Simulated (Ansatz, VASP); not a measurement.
## Pb: VASP beside Ansatz

File POSCAR:

```
Pb
1.0
    2.1619963628      1.2482291821      4.0091630465
   -2.1619963628      1.2482291821      4.0091630465
    0.0000000000     -2.4964583641      4.0091630465
Pb
2
Direct
    0.2275400000      0.2275400000      0.2275400000
    0.7724600000      0.7724600000      0.7724600000
```

The input INCAR.step1:

```
  PREC = Accurate
  ENCUT = 600
  ISMEAR = 0
  SIGMA = 0.1
  LREAL = False
  LASPH = True
  NELM = 80
  GGA = PE
  ALGO = Normal
  EDIFF = 1E-4
  LWAVE = True
  LCHARG = False
```

File INCAR.step2:

```
  PREC = Accurate
  ENCUT = 600
  EDIFF = 1E-7
  ISMEAR = 0
  SIGMA = 0.1
  LREAL = False
  LASPH = True
  NELM = 80
  ALGO = Normal
  ISIF = 3
  LWAVE = False
  LCHARG = False
  METAGGA = R2SCAN
  LMIXTAU = True
  IBRION = 2
  NSW = 90
  EDIFFG = -0.04
  ISTART = 1
```

Contents of KPOINTS:

```
regular mesh
0
Gamma
  6 6 6
```

Input for Ansatz:

```yaml
crystal:
  lattice:
    - [2.1619963628, 1.2482291821, 4.0091630465]
    - [-2.1619963628, 1.2482291821, 4.0091630465]
    - [0.0, -2.4964583641, 4.0091630465]
  atoms:
    - { symbol: Pb, position: [0.22754, 0.22754, 0.22754] }
    - { symbol: Pb, position: [0.77246, 0.77246, 0.77246] }
basis:
  ecutwfc: 500
kpoints:
  mp_grid: { grid: [6, 6, 6] }
hamiltonian:
  xc: r2scan
scf:
  occupations: { method: gaussian, width: 0.1 }
  lower_state_search: "off"
output:
  forces: true
  stress: true
  eigenvalues: true
relax:
  adjacent_minimum: "off"
  f_tol: 0.04
  max_steps: 70
  cell: { stress_tol: 0.4 }
```

Alike in both runs: task relaxation of cell and atoms; functional r2SCAN; k mesh 6 × 6 × 6; occupations gaussian, width 0.1 eV; no spin polarisation.

```csv
,VASP,Ansatz
version,VASP 6.6.1,Ansatz 0.2.0
potentials or method,"VASP PAW PBE potentials, release 64 (Pb_d), cutoff 600 eV","scalar-relativistic, plane waves, PAW"
valence electrons in the cell,28,28
```

Ansatz gave:

* gap on the k mesh at the Fermi level, each at its own relaxed structure (eV): none
* relaxed volume (Å³/atom): 32.93
* relaxed cell length with the largest relative difference (Å): 4.530

**Question.** Estimate VASP's values.

**Answer.** gap on the k mesh at the Fermi level, each at its own relaxed structure (eV): none; relaxed volume (Å³/atom): 33.10; relaxed cell length with the largest relative difference (Å): 4.640.

VASP's potentials were made for PBE, not for r2SCAN. A gap of «none» marks a metal or a gap that the smearing closes.

Spin-orbit coupling is off throughout.
